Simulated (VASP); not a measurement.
A run of VASP 6.6.1 is set up as follows.

The input INCAR:

```
PREC = Accurate ; ENCUT = 500
EDIFF = 1E-6 ; ISMEAR = 0
SIGMA = 0.1 ; LREAL = False
LASPH = True ; NELM = 120
ALGO = Normal ; ISIF = 2
LWAVE = False ; LCHARG = True
GGA = PS ; LELF = True
LVHAR = True ; NBANDS = 8
GGA_COMPAT = False
```

The input KPOINTS:

```
regular mesh
0
Gamma
  6 6 6
```

File POSCAR:

```
As
1.0
    2.7036817444      0.0000000000      0.0000000000
    0.0000000000      2.7036817444      0.0000000000
    0.0000000000      0.0000000000      2.7036817444
As
1
Direct
    0.5000000000      0.5000000000      0.5000000000
```

Potentials or basis: VASP PAW PBE potentials, release 64 (As).

Launch:

```bash
$ cat potpaw_PBE.64/As/POTCAR > POTCAR
$ mpirun -np 1 vasp_std > vasp.out
```

Task: What does it give for the pressure?

Result: -0.9 GPa.

Caveat: the k points lie up to 0.39 Å⁻¹ apart; the PAW data sets were made with another functional, which shifts forces and pressure a little.
